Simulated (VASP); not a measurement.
# Pt in VASP: further runs

Pt is run at these levels: RPBE, HSE06, PBE; tasks: single point.

Everything below comes from runs of VASP 6.6.1. Logs are shortened: lines on timing, memory, paths and dates and some standing lists are left out, and cuts for length are marked.

## Step 1: The cell of the first run

It takes space group Fm-3m (No. 225, cubic). The conventional cell has a = 3.922 Å, b = 3.922 Å, c = 3.922 Å, α = 90.00°, β = 90.00°, γ = 90.00°. Within 3.7 Å of Pt (site symmetry m-3m) lie 12 Pt at 2.77 Å.

## Step 2: Single point, RPBE

The input, INCAR:

```
PREC     = Accurate       # precision mode
ENCUT    = 520            # plane-wave cutoff, eV
EDIFF    = 1E-6           # SCF threshold, eV
ISMEAR   = 0              # smearing method
SIGMA    = 0.02           # smearing width, eV
LREAL    = False          # projectors in reciprocal space
LASPH    = True           # aspherical terms in the spheres
NELM     = 80             # most SCF steps
ALGO     = Normal         # electronic algorithm
ISIF     = 2              # what is computed and relaxed
LWAVE    = False          # write WAVECAR
LCHARG   = True           # write CHGCAR
GGA      = RP             # functional
LELF     = True           # ELF
LVHAR    = True         
NBANDS   = 11             # bands
```

The input, KPOINTS:

```
regular mesh
0
Gamma
  12 12 12
```

The input, POSCAR:

```
Pt
1.0
    0.0000000000      1.9609000000      1.9609000000
    1.9609000000      0.0000000000      1.9609000000
    1.9609000000      1.9609000000      0.0000000000
Pt
1
Direct
    0.0000000000      0.0000000000      0.0000000000
```

Potentials or basis: VASP PAW PBE potentials, release 64 (Pt).

Launch:

```sh
cat potpaw_PBE.64/Pt/POTCAR > POTCAR
mpirun -np 1 vasp_std > vasp.out
```

OUTCAR:

```text
PREC = Accurate
   ENCUT = 520
   EDIFF = 1E-6
   ISMEAR = 0
   LREAL = False
   LASPH = True
   NELM = 80
   ISIF = 2
   GGA = RP

 ion  position               nearest neighbor table
   1  0.000  0.000  0.000-

  LATTYP: Found a face centered cubic cell.
 ALAT       =     3.9218000000

  Lattice vectors:

 A1 = (   0.0000000000,   1.9609000000,   1.9609000000)
 A2 = (   1.9609000000,   0.0000000000,   1.9609000000)
 A3 = (   1.9609000000,   1.9609000000,   0.0000000000)

Analysis of symmetry for initial positions (statically):
=====================================================================
 Subroutine PRICEL returns:
 Original cell was already a primitive cell.

 Routine SETGRP: Setting up the symmetry group for a
 face centered cubic supercell.

 Subroutine GETGRP returns: Found 48 space group operations
 (whereof 48 operations were pure point group operations)
 out of a pool of 48 trial point group operations.

The static configuration has the point symmetry O_h .

Analysis of symmetry for dynamics (positions and initial velocities):
=====================================================================
 Subroutine PRICEL returns:
 Original cell was already a primitive cell.

 Routine SETGRP: Setting up the symmetry group for a
 face centered cubic supercell.

 Subroutine GETGRP returns: Found 48 space group operations
 (whereof 48 operations were pure point group operations)
 out of a pool of 48 trial point group operations.

The dynamic configuration has the point symmetry O_h .

 Subroutine INISYM returns: Found 48 space group operations
 (whereof 48 operations are pure point group operations),
 and found     1 'primitive' translations

----------------------------------------------------------------------------------------

                                     Primitive cell

  volume of cell :      15.0798

  direct lattice vectors                    reciprocal lattice vectors
     0.000000000  1.960900000  1.960900000    -0.254984956  0.254984956  0.254984956
     1.960900000  0.000000000  1.960900000     0.254984956 -0.254984956  0.254984956
     1.960900000  1.960900000  0.000000000     0.254984956  0.254984956 -0.254984956

  length of vectors
     2.773131374  2.773131374  2.773131374     0.441646899  0.441646899  0.441646899

  position of ions in fractional coordinates (direct lattice)
     0.000000000  0.000000000  0.000000000

  ion indices of the primitive-cell ions
   primitive index   ion index
[... 74 lines left out ...]
   LREAL  =      F    real-space projection
   EDIFFG = 0.1E-04   stopping-criterion for IOM
   NSW    =      0    number of steps for IOM
   IBRION =     -1    ionic relax: 0-MD 1-quasi-New 2-CG
   NFREE  =      0    steps in history (QN), initial steepest desc. (CG)
   ISIF   =      2    stress and relaxation
   ISYM   =      2    0-nonsym 1-usesym 2-fastsym
   POTIM  = 0.5000    time-step for ionic-motion
   TEBEG  =    0.0;   TEEND  =   0.0 temperature during run
   PSTRESS=    0.0 pullay stress
   NELECT =      10.0000    total number of electrons
   NUPDOWN=      -1.0000    fix difference up-down
   EMIN   =  10.00;   EMAX   =-10.00  energy-range for DOS
   EFERMI =   0.00;   METHOD = LEGACY
   ISMEAR =     0;   SIGMA  =   0.02  broadening in eV -4-tet -1-fermi 0-gaus
   EFERMI_NEDOS =   21; number of points for ismear=-14 and -15
   IALGO  =     38    algorithm
   IMIX   =      4    mixing-type and parameters
     AMIX     =   0.40;   BMIX     =  1.00
     AMIX_MAG =   1.60;   BMIX_MAG =  1.00
  volume/ion in A,a.u.               =      15.08       101.76
  Fermi-wavevector in a.u.,A,eV,Ry     =   1.427609  2.697791 27.729605  2.038068
  Thomas-Fermi vector in A             =   2.547760
   LORBIT       =      0    0 simple, 1 ext, 2 COOP (PROOUT), +10 PAW based schemes
   GGA     = RP    functional components
   LHFCALC =     F    Hartree Fock is set to
   AEXX    =    0.0000 exact exchange contribution
   IVDW    =     0    specifies the selected vdW correction
   LEPSILON=     F    determine dielectric tensor
   LRPA    =     F    only Hartree local field effects (RPA)
 non-spin polarized calculation
 Gauss-broadening in eV      SIGMA  =   0.02
  energy-cutoff  :      520.00
  volume of cell :       15.08
 maximum number of plane-waves:       419
 NGX is ok and might be reduce to    24
   NGX = 11   NGY = 11   NGZ = 11

 number of electron      10.0000000 magnetization

 Free energy of the ion-electron system (eV)
  ---------------------------------------------------
  ext. energy  EPLUGINS =         0.00000000
  ---------------------------------------------------
  free energy    TOTEN  =        -5.42628124 eV

  energy without entropy =       -5.42510735  energy(sigma->0) =       -5.42569430

 E-fermi :  11.3748     XC(G=0): -13.4338

 val. band max:       11.3721350647   @ k =  -0.4167   0.4167   0.1667
 cond. band min:      11.3779358151   @ k =   0.4167   0.3333   0.0000
 fundamental gap:      0.0058007504
 Fermi energy:        11.3748206678

 k-point     1 :       0.0000    0.0000    0.0000
  band No.  band energies     occupation
      1       1.1632      2.00000
      2       7.5759      2.00000
      3       7.5759      2.00000
      4       7.5759      2.00000
      5       9.7222      2.00000
      6       9.7222      2.00000
      7      25.9628      0.00000
      8      30.9519      0.00000
      9      30.9519      0.00000
     10      30.9519      0.00000
     11      36.2829      0.00000
[... 309 lines left out ...]
 k-point    24 :      -0.4167    0.1667    0.0000
  band No.  band energies     occupation
      1       4.8606      2.00000
      2       6.9309      2.00000
      3       8.1893      2.00000
      4       8.4857      2.00000
      5      11.0607      2.00000
      6      14.3972      0.00000
      7      17.4126      0.00000
      8      26.1643      0.00000
      9      28.2714      0.00000
     10      29.9221      0.00000
     11      38.2164      0.00000

 [... further k-points ...]
[... 5 lines left out ...]
  --------------------------------------------------------------------------------------
  -------------------------------------------------------------------------------------
  Total        1.3091493      1.3091493      1.3091493      0.0000000      0.0000000      0.0000000
  in kB      139.0924064    139.0924064    139.0924064      0.0000000      0.0000000      0.0000000
  external PRESSURE =     139.0924064 kB  Pullay stress =       0.0000000 kB

 VOLUME and BASIS-vectors are now :
 -----------------------------------------------------------------------------
  energy-cutoff  :      520.00
  volume of cell :       15.08
      direct lattice vectors                 reciprocal lattice vectors
     0.000000000  1.960900000  1.960900000    -0.254984956  0.254984956  0.254984956
     1.960900000  0.000000000  1.960900000     0.254984956 -0.254984956  0.254984956
     1.960900000  1.960900000  0.000000000     0.254984956  0.254984956 -0.254984956

 POSITION                                       TOTAL-FORCE (eV/Angst)
 -----------------------------------------------------------------------------------
      0.00000      0.00000      0.00000        -0.000000      0.000000      0.000000
 -----------------------------------------------------------------------------------
    total drift:                               -0.000000      0.000000     -0.000000

  FREE ENERGIE OF THE ION-ELECTRON SYSTEM (eV)
  ---------------------------------------------------
  free  energy   TOTEN  =        -5.4262812369 eV

  energy  without entropy=       -5.4251073531  energy(sigma->0) =       -5.42569430
```

OSZICAR:

```text
N       E                     dE             d eps       ncg     rms          rms(c)
DAV:   1     0.415189613773E+02    0.41519E+02   -0.53395E+03  1616   0.847E+02
DAV:   2    -0.509012890993E+01   -0.46609E+02   -0.44493E+02  1823   0.175E+02
DAV:   3    -0.575129277709E+01   -0.66116E+00   -0.65946E+00  1809   0.201E+01
DAV:   4    -0.575395364625E+01   -0.26609E-02   -0.26605E-02  1835   0.150E+00
DAV:   5    -0.575397513896E+01   -0.21493E-04   -0.21491E-04  1854   0.125E-01    0.128E+01
DAV:   6    -0.546349042051E+01    0.29048E+00   -0.63228E-01  1719   0.643E+00    0.691E+00
DAV:   7    -0.542946232972E+01    0.34028E-01   -0.14511E-01  1815   0.291E+00    0.250E+00
DAV:   8    -0.542658504641E+01    0.28773E-02   -0.93111E-03  1719   0.813E-01    0.581E-01
DAV:   9    -0.542627586512E+01    0.30918E-03   -0.53073E-04  1743   0.192E-01    0.277E-02
DAV:  10    -0.542628139414E+01   -0.55290E-05   -0.77389E-06  2108   0.215E-02    0.548E-03
DAV:  11    -0.542628123694E+01    0.15719E-06   -0.47771E-08   981   0.214E-03
   1 F= -.54262812E+01 E0= -.54256943E+01  d E =-.117388E-02
```

Run time: 19 s. Hardware: 1 thread of Intel Xeon 8259CL, shared host; peak memory 0.15 GiB.

Results:

```yaml
Free_energy: -5.4263 eV
Pressure: 13.9 GPa
Band_gap_on_the_k_mesh: zero (band 5 reaches 11.85 eV, above the bottom of band 6 at 9.62 eV)
```

Caveat: the PAW data sets were made with another functional, which shifts forces and pressure a little; spin-orbit coupling is left out, which moves the levels of the heavy elements.

## Step 3: Single point, HSE06

POSCAR is that of step 2.

The input, INCAR.step1:

```
SYSTEM = Pt
  PREC = Accurate
  ENCUT = 520
  EDIFF = 1E-5
  ISMEAR = -1
  SIGMA = 0.05
  LREAL = .False.
  LASPH = .True.
  NELM = 60
  ALGO = Normal
  ISIF = 2
  LWAVE = .True.
  GGA = PE
  NBANDS = 11
```

The input, INCAR.step2:

```
SYSTEM = Pt
  PREC = Accurate
  ENCUT = 520
  EDIFF = 1E-6
  ISMEAR = -1
  SIGMA = 0.05
  LREAL = .False.
  LASPH = .True.
  NELM = 60
  ALGO = Normal
  ISIF = 2
  LWAVE = .False.
  LCHARG = .True.
  GGA = PE
  LHFCALC = .True.
  HFSCREEN = 0.2079
  PRECFOCK = Normal
  LELF = .True.
  LVHAR = .True.
  ISTART = 1
  NBANDS = 11
```

The input, KPOINTS:

```
regular mesh
0
Gamma
  6 6 6
  0 0 0
```

Potentials or basis: VASP PAW PBE potentials, release 64 (Pt).

Launch:

```sh
cat potpaw_PBE.64/Pt/POTCAR > POTCAR
cp INCAR.step1 INCAR
mpirun -np 1 vasp_std > vasp.out
cp INCAR.step2 INCAR
mpirun -np 1 vasp_std > vasp.out
```

Run time: 4.6 min. Hardware: 1 thread of Intel Xeon Platinum 8375C at 2.90GHz (Ice Lake), shared host; peak memory 0.24 GiB.

Results (log left out):

| Item | Value |
| --- | --- |
| Free energy | -7.0197 eV |
| Pressure | -2.0 GPa |
| Band gap on the k mesh | zero (band 5 reaches 11.27 eV, above the bottom of band 6 at 8.30 eV) |

Levels at points of the mesh, in eV from the Fermi level:
```csv
k point,band 3,band 4,band 5,band 6,band 7,band 8
"(0.00, 0.00, 0.00)",-4.36,-4.36,-2.22,-2.22,16.11,21.29
"(0.50, 0.00, 0.00)",-4.51,-0.21,0.02,0.02,7.08,15.63
"(0.50, 0.50, 0.00)",-0.33,0.69,0.69,2.34,10.36,12.76
```

Caveat: the k points lie up to 0.46 Å⁻¹ apart; the PAW data sets were made with another functional, which shifts forces and pressure a little; spin-orbit coupling is left out, which moves the levels of the heavy elements.

## Step 4: Single point, PBE

This run uses another cell than the first one, of 15.69 Å³/atom, 1.040 times its volume.

The input, INCAR:

```
  PREC = Accurate
  ENCUT = 520
  EDIFF = 1E-7
  ISMEAR = -1
  SIGMA = 0.05
  LREAL = F
  LASPH = T
  NELM = 80
  ALGO = Normal
  ISIF = 2
  LWAVE = F
  LCHARG = T
  GGA = PE
  LELF = T
  LVHAR = T
  NBANDS = 11
```

The input, KPOINTS:

```
regular mesh
0
Gamma
  12 12 12
```

The input, POSCAR:

```
Pt
1.0
    0.0000000000      2.0001180000      1.9609000000
    2.0001180000      0.0000000000      1.9609000000
    2.0001180000      2.0001180000      0.0000000000
Pt
1
Direct
    0.0000000000      0.0000000000      0.0000000000
```

Launch:

```sh
cat potpaw_PBE.64/Pt/POTCAR > POTCAR
mpirun -np 1 vasp_std > vasp.out
```

Wall time 26 s (1 thread of AMD EPYC 7R13 (Zen 3), shared host); peak memory 0.13 GiB.

Results (log left out):

```
Free energy            : -6.1083 eV
Pressure               : -1.0 GPa
Band gap on the k mesh : zero (band 5 reaches 11.06 eV, above the bottom of band 6 at 8.97 eV)
```

Stress tensor (GPa, compression positive):
```
-1.40  0.00  0.00
 0.00 -1.40  0.00
 0.00  0.00 -0.22
```

Levels at points of the mesh, in eV from the Fermi level:
```
           k point  band 1  band 2  band 3  band 4  band 5  band 6  band 7  band 8  band 9  band 10
(0.00, 0.00, 0.00)   -9.80   -3.63   -3.63   -3.41   -1.67   -1.42   14.73   19.31   19.31    19.79
(0.50, 0.00, 0.00)   -6.93   -3.73   -3.51   -0.33   -0.03    0.08    5.54   14.27   18.50    18.90
(0.50, 0.50, 0.00)   -6.64   -6.22   -0.02    0.45    0.45    2.09    8.78   11.02   11.02    19.47
(0.50, 0.00, 0.50)   -6.67   -6.23   -0.01    0.35    0.52    1.72    8.29   11.32   11.43    19.76
```

Caveat: spin-orbit coupling is left out, which moves the levels of the heavy elements.

## Step 5: Single point, PBE

The input, INCAR:

```
ALGO     = Fast           # electronic algorithm
EDIFF    = 1E-6           # SCF threshold, eV
ENCUT    = 520            # plane-wave cutoff, eV
GGA      = PE             # functional
ISIF     = 2              # what is computed and relaxed
ISMEAR   = -1             # smearing method
LASPH    = True           # aspherical terms in the spheres
LCHARG   = False          # write CHGCAR
LREAL    = False          # projectors in reciprocal space
LWAVE    = False          # write WAVECAR
NBANDS   = 11             # bands
NELM     = 80             # most SCF steps
PREC     = Accurate       # precision mode
SIGMA    = 0.03           # smearing width, eV
```

The input, KPOINTS:

```
k-points
0
Gamma
  7 7 7
```

The input, POSCAR:

```
Pt
1.0
    0.0000000000      1.9609000000      1.9609000000
    1.9609000000      0.0000000000      1.9609000000
    1.9609000000      1.9609000000      0.0000000000
Pt
1
Direct
    0.0000000000      0.0000000000      0.0000000000
```

Launch:

```sh
cat potpaw_PBE.64/Pt/POTCAR > POTCAR
mpirun -np 1 vasp_std > vasp.out
```

It took 3.7 s on 1 thread of Intel Xeon 6975P-C, shared host; peak memory 0.14 GiB.

It converged, with:

```yaml
Free_energy: -6.0486 eV
Pressure: 11.1 GPa
Band_gap_on_the_k_mesh: zero (band 5 reaches 11.57 eV, above the bottom of band 6 at 9.56 eV)
```

Levels at points of the mesh, in eV from the Fermi level:
| k point | band 2 | band 3 | band 4 | band 5 | band 6 | band 7 | band 8 | band 9 |
| --- | --- | --- | --- | --- | --- | --- | --- | --- |
| (0.00, 0.00, 0.00) | -3.89 | -3.89 | -3.89 | -1.72 | -1.72 | 14.50 | 19.48 | 19.48 |

Caveat: the k points lie up to 0.40 Å⁻¹ apart; spin-orbit coupling is left out, which moves the levels of the heavy elements.

## Step 6: The runs side by side

```tsv
level	cell	k mesh	smearing	grid for exact exchange (PRECFOCK)	screening parameter	gap on the mesh (eV)	pressure (GPa)
RPBE	a = 2.773 Å, angles 60.0°, 1 atom	12 × 12 × 12	gaussian 0.02 eV	-	-	none	13.9
HSE06	a = 2.773 Å, angles 60.0°, 1 atom	6 × 6 × 6	fermi-dirac 0.05 eV	Normal	0.2079 1/Å	none	-2.0
PBE	a = 2.801, b = 2.801, c = 2.829 Å, angles 59.7, 59.7, 60.7°, 1 atom	12 × 12 × 12	fermi-dirac 0.05 eV	-	-	none	-1.0
PBE	a = 2.773 Å, angles 60.0°, 1 atom	7 × 7 × 7	fermi-dirac 0.03 eV	-	-	none	11.1
```

Alike in all rows: task single point; potentials or basis VASP PAW PBE potentials, release 64 (Pt); no spin polarisation; cutoff (eV) 520.

Caveats: some runs use coarse meshes; spin-orbit coupling is left out, which moves the levels of the heavy elements; the PAW data sets were made with another functional, which shifts forces and pressure a little (some runs).

Total energies depend on the potentials used, so only differences within one code and one set of settings carry meaning.
